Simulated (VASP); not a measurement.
The system is DyC3.

```xyz
8
Lattice="4.5676 0.0000 0.0000 -2.2838 3.9556 0.0000 0.0000 0.0000 7.5334" Properties=species:S:1:pos:R:3 pbc="T T T"
Dy    0.0000    0.0000    5.2011
Dy    0.0000    0.0000    2.3324
C     0.0000    2.6371    2.3984
C     0.0000    2.6371    5.1351
C     1.6384    1.6911    0.0000
C     2.2838    0.5734    0.0000
C     2.9291    1.6911    0.0000
C     2.2838    1.3185    3.7667
```

The cell was generated, and may not be a known phase.

```yaml
Program: VASP 6.6.1
Task: relaxation of cell and atoms
Functional: PBE
Potentials_or_basis: VASP PAW PBE potentials, release 64 (Dy_3, C), 4f in core
Cutoff: 600 eV
k_mesh: 4 × 4 × 2
Occupations: gaussian, width 0.2 eV
Spin: no spin polarisation
```

At the start: pressure -5.3 GPa; volume 17.01 Å³/atom.

Problem. Where does the relaxation end?

Solution. Over 35 steps the energy falls by 1206.7 meV/atom and the volume is 12.19 Å³/atom (-28.3 %); space group P-6m2 (No. 187, to 0.1 Å) before and after.

The path:
| step | energy change (eV) | largest force (eV/Å) | pressure (GPa) | volume (Å³) |
| --- | --- | --- | --- | --- |
| 1 | 0.0000 | 9.7461 | -5.26 | 136.11 |
| 2 | 0.8669 | 2.7051 | -23.07 | 125.39 |
| 3 | 0.8664 | 2.7156 | -23.07 | 125.46 |
| 4 | -2.9938 | 2.3541 | 18.05 | 83.86 |
| 5 | -3.3089 | 1.9369 | 3.93 | 90.20 |
| 6 | -3.9749 | 2.5833 | 5.66 | 88.56 |
| 7 | -4.0578 | 6.7107 | 26.70 | 83.77 |
| 8 | -4.3978 | 3.6021 | 11.68 | 86.11 |
| 9 | -4.6303 | 4.1974 | 12.03 | 86.33 |
| 10 | -5.6643 | 6.0886 | 14.25 | 87.01 |
| 11 | -6.4383 | 6.5562 | 30.83 | 88.37 |
| 12 | -6.6092 | 6.1242 | 20.55 | 87.73 |
| 13 | -6.7021 | 5.6791 | 23.29 | 87.94 |
| 14 | -7.1512 | 5.6112 | 24.19 | 89.35 |
| 15 | -7.2914 | 5.7772 | 27.10 | 90.91 |
| 16 | -7.9118 | 5.1412 | 21.87 | 93.26 |
| 17 | -8.2804 | 7.0227 | 16.06 | 97.12 |
| 18 | -8.8742 | 3.2625 | 7.78 | 99.67 |
| 19 | -9.1494 | 2.1248 | -1.40 | 103.26 |
| 20 | -9.2347 | 1.8396 | -1.58 | 103.46 |
| 21 | -9.3896 | 1.1108 | -1.83 | 104.08 |
| 22 | -9.2839 | 2.8472 | -1.08 | 105.30 |
| 23 | -9.4149 | 1.0078 | -1.78 | 104.46 |
| 24 | -9.4627 | 0.6065 | -2.43 | 104.13 |
| 25 | -9.5105 | 0.9901 | -4.07 | 103.19 |
| 26 | -9.5454 | 0.9003 | -3.73 | 102.33 |
| 27 | -9.6134 | 0.6059 | -2.47 | 99.79 |
| 28 | -9.5667 | 1.6073 | 1.31 | 94.83 |
| 29 | -9.6273 | 0.6481 | -1.50 | 98.31 |
| 30 | -9.6408 | 0.2806 | 0.22 | 97.66 |
| 31 | -9.6408 | 0.2927 | 0.24 | 97.65 |
| 32 | -9.6447 | 0.1845 | 0.33 | 97.60 |
| 33 | -9.6508 | 0.1296 | 0.60 | 97.42 |
| 34 | -9.6511 | 0.2116 | 0.67 | 97.37 |
| 35 | -9.6536 | 0.0635 | 0.47 | 97.54 |

Final structure:
```
CELL_PARAMETERS angstrom
3.93423 0.00000 0.00000
-1.96711 3.40714 0.00000
0.00000 0.00000 7.27672
ATOMIC_POSITIONS crystal
Dy 0.00000 0.00000 0.76482
Dy 0.00000 0.00000 0.23518
C 0.33333 0.66667 0.41021
C 0.33333 0.66667 0.58979
C 0.45699 0.54301 0.00000
C 0.45699 0.91397 0.00000
C 0.08603 0.54301 0.00000
C 0.66667 0.33333 0.50000
```

Caveat: the k points lie up to 0.46 Å⁻¹ apart in the final cell; the volume moved by over 15 % at a fixed basis, so the end points are rough; the relaxation stopped at a loose force limit of 0.08 eV/Å, so its end isn't a converged minimum.
